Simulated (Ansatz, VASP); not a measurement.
# One calculation of AgCl, two programs

File INCAR:

```
SYSTEM = AgCl
ALGO = Normal
EDIFF = 1E-7
ENCUT = 520
GGA = PS
ISIF = 2
ISMEAR = 0
LASPH = .TRUE.
LCHARG = .TRUE.
LELF = .TRUE.
LREAL = .FALSE.
LVHAR = .TRUE.
LWAVE = .FALSE.
NBANDS = 16
NELM = 80
PREC = Accurate
SIGMA = 0.05
```

File KPOINTS:

```
k-points
0
G
  12 12 12
  0 0 0
```

The input POSCAR:

```
AgCl
1.0
    3.4179985048     -0.0303454266     -0.0303454266
   -0.0303454266      3.4179985048     -0.0303454266
   -0.0303454266     -0.0303454266      3.4179985048
Ag Cl
1 1
Direct
    0.0000000000      0.0000000000      0.0000000000
    0.5000000000      0.5000000000      0.5000000000
```

Input for Ansatz:

```yaml
crystal:
  lattice:
    - [3.4179985048, -0.0303454266, -0.0303454266]
    - [-0.0303454266, 3.4179985048, -0.0303454266]
    - [-0.0303454266, -0.0303454266, 3.4179985048]
  atoms:
    - { symbol: Ag, position: [0.0, 0.0, 0.0] }
    - { symbol: Cl, position: [0.5, 0.5, 0.5] }
basis:
  ecutwfc: 420
kpoints:
  mp_grid: { grid: [12, 12, 12] }
hamiltonian:
  xc: pbesol
scf:
  occupations: { method: gaussian, width: 0.05 }
output:
  forces: true
  stress: true
  eigenvalues: true
  write_density: true
  write_potential: true
  elf: true
  volumetric_format: npy
```

Alike in both runs: task single point; functional PBEsol; k mesh 12 × 12 × 12; occupations gaussian, width 0.05 eV; no spin polarisation.

|  | VASP | Ansatz |
| --- | --- | --- |
| version | VASP 6.6.1 | Ansatz 0.2.0 |
| potentials or method | VASP PAW PBE potentials, release 64 (Ag, Cl), cutoff 520 eV | scalar-relativistic, plane waves, PAW |
| valence electrons in the cell | 18 | 26 |

Ansatz gave:

- gap on the k mesh at the Fermi level (eV): 0.36
- least direct gap on the mesh (eV): 1.95
- pressure (GPa): -4.0
- traceless stress, the component that is largest in VASP (GPa): -0.26

Task: Which values does VASP return?

Result: gap on the k mesh at the Fermi level (eV): 0.36; least direct gap on the mesh (eV): 1.95; pressure (GPa): -4.1; traceless stress, the component that is largest in VASP (GPa): -0.27.

VASP's potentials were made for PBE, not for PBEsol. VASP's potentials hold 18 valence electrons a cell and Ansatz's 26, so a difference there can come from the potentials and not from the codes.
